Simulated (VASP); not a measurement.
In, 1 atom in the cell. The structure is cubic, space group Fm-3m (No. 225). The conventional cell has a = 4.711 Å, b = 4.711 Å, c = 4.711 Å, α = 90.00°, β = 90.00°, γ = 90.00°. In (site symmetry m-3m) has 12 In at 3.33 Å within 4.4 Å. 

| Item | Value |
| --- | --- |
| Program | VASP 6.6.1 |
| Task | relaxation of cell and atoms |
| Functional | BLYP |
| Potentials or basis | VASP PAW PBE potentials, release 64 (In_d) |
| Cutoff | 600 eV |
| k mesh | 12 × 12 × 12 |
| Occupations | fermi-dirac, width 0.1 eV |
| Spin | no spin polarisation |
| Dipole correction | no |
| Further INCAR settings | ALGO = Normal; EDIFF = 1e-06; IBRION = 2; EDIFFG = -0.01; NSW = 80; ISIF = 3 |

Potentials or basis: VASP PAW PBE potentials, release 64 (In_d).

Launch:

```sh
$ cat potpaw_PBE.64/In_d/POTCAR > POTCAR
$ mpirun -np 1 vasp_std > vasp.out
```

Hardware: 1 thread of Intel Xeon 6975P-C, on a shared host.

Problem. Estimate the wall time of this run.

Solution. It took 72 s on 1 thread of Intel Xeon 6975P-C, on a shared host, peak memory 0.17 GiB. Counts: scf iterations 34, k points 72, ion steps 4.
